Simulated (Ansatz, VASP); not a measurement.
## Zr5Sn4Au7: VASP beside Ansatz

```xyz
16
Lattice="3.1370 -5.4700 -0.0532 2.8273 5.2920 0.1017 0.0762 0.1422 9.8264" Properties=species:S:1:pos:R:3 pbc="T T T"
Zr    1.8384   -0.6713    6.0567
Zr    3.1118   -3.6452    5.8411
Zr    3.2687    2.0103    1.3907
Zr    4.3843    0.7613    8.7353
Zr    2.1091    3.1389    3.9309
Sn    3.0276    2.0710    6.4729
Sn    4.9952   -0.7078    1.4569
Sn    2.2698   -2.1349    3.3710
Sn    3.0904   -1.9738    8.5297
Au    2.1631   -0.5606    0.8927
Au    3.4519   -3.4644    1.1802
Au    4.7683   -0.9512    6.3925
Au    1.1770    0.4655    3.4798
Au    1.4198    1.1164    8.5017
Au    4.0442    0.4734    4.0331
Au    3.0671    3.8096    8.8761
```

Alike in both runs: task single point; functional PBEsol; k mesh 6 × 6 × 4; occupations gaussian, width 0.1 eV; no spin polarisation.

```csv
,VASP,Ansatz
version,VASP 6.6.1,Ansatz 0.2.0
potentials or method,"VASP PAW PBE potentials, release 64 (Zr_sv, Sn_d, Au), cutoff 500 eV","scalar-relativistic, plane waves, PAW"
valence electrons in the cell,193,249
```

|  | VASP | Ansatz | Ansatz less VASP |
| --- | --- | --- | --- |
| gap on the k mesh at the Fermi level (eV) | none | none | - |
| pressure (GPa) | 0.0 | 0.0 | +0.07 |
| traceless stress, the component that is largest in VASP (GPa) | -0.19 | -0.18 | +0.003 |
| rms of the force components (eV/Å) | 0.022 | 0.022 | -0.0006 |

VASP's potentials were made for PBE, not for PBEsol. Atom by atom the forces differ by 0.003 eV/Å (rms over components). A gap of «none» marks a metal or a gap that the smearing closes. VASP's potentials hold 193 valence electrons a cell and Ansatz's 249, so a difference there can come from the potentials and not from the codes.

Spin-orbit coupling is off throughout.
